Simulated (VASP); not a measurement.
Set up this calculation in VASP 6.6.1, as the native input.

```yaml
Task: single point
Functional: PBE
Potentials_or_basis: VASP PAW PBE potentials, release 64 (C)
Cutoff: 520 eV
k_mesh: 12 × 12 × 6
Occupations: fermi-dirac, width 0.02 eV
Spin: no spin polarisation
Dipole_correction: no
Further_INCAR_settings: ALGO = Normal; EDIFF = 1e-07; NBANDS = 16
```

The structure of C lies in POSCAR:

```
C
1.0
    2.5157113486      0.0000000000      0.0000000000
   -1.2578556743      2.1678307826      0.0000000000
    0.0000000000      0.0000000000      4.1688692921
C
4
Direct
    0.3332878380      0.6665756760      0.0002188364
    0.6667121620      0.3334243240      0.5002188364
    0.3332878380      0.6665756760      0.3747811636
    0.6667121620      0.3334243240      0.8747811636
```

This cell differs from its parent crystal: uniaxial x strain +0.5%.

The input as run:

INCAR

```
ALGO = Normal
EDIFF = 1E-7
ENCUT = 520
GGA = PE
ISIF = 2
ISMEAR = -1
LASPH = True
LCHARG = True
LELF = True
LREAL = False
LVHAR = True
LWAVE = False
NBANDS = 16
NELM = 60
PREC = Accurate
SIGMA = 0.02
```

KPOINTS

```
k-points
0
Gamma
  12 12 6
```

Potentials or basis: VASP PAW PBE potentials, release 64 (C).

Command:

```bash
$ cat potpaw_PBE.64/C/POTCAR > POTCAR
$ mpirun -np 1 vasp_std > vasp.out
```

It gave:

* Pressure: 2.6 GPa
* Largest force: 0.012 eV/Å
* Band gap on the k mesh: 3.31 eV, indirect (least direct gap 4.89 eV)

Caveat: the cell differs from its parent crystal (uniaxial x strain +0.5%).

Run time: 24 s on 1 thread of Intel(R) Xeon(R) 6975P-C (Granite Rapids), with other jobs on the host, peak memory 0.16 GiB.
